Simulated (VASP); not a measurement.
Si, 1 atom in the cell. Symmetry: Fm-3m, No. 225, cubic system. The conventional cell has a = 3.827 Å, b = 3.827 Å, c = 3.827 Å, α = 90.00°, β = 90.00°, γ = 90.00°. Si (site symmetry m-3m) has 12 Si at 2.71 Å within 3.6 Å. 

```yaml
Program: VASP 6.6.1
Task: single point
Functional: r2SCAN
Potentials_or_basis: VASP PAW PBE potentials, release 64 (Si)
Cutoff: 520 eV
k_mesh: 20 × 20 × 20
Occupations: gaussian, width 0.05 eV
Spin: no spin polarisation
Dipole_correction: no
Further_INCAR_settings: ALGO = Normal; EDIFF = 1e-06; NBANDS = 8
```

Potentials or basis: VASP PAW PBE potentials, release 64 (Si).

The run is started by

```bash
$ cat potpaw_PBE.64/Si/POTCAR > POTCAR
$ cp INCAR.step1 INCAR
$ mpirun -np 1 vasp_std > vasp.out
$ cp INCAR.step2 INCAR
$ mpirun -np 1 vasp_std > vasp.out
```

Hardware: 1 thread of Intel Xeon 8259CL, on a shared host.

Problem. How long does it take, and how much memory?

Solution. It took 110 s on 1 thread of Intel Xeon 8259CL (shared host), peak memory 0.13 GiB. Counts: k points 256.
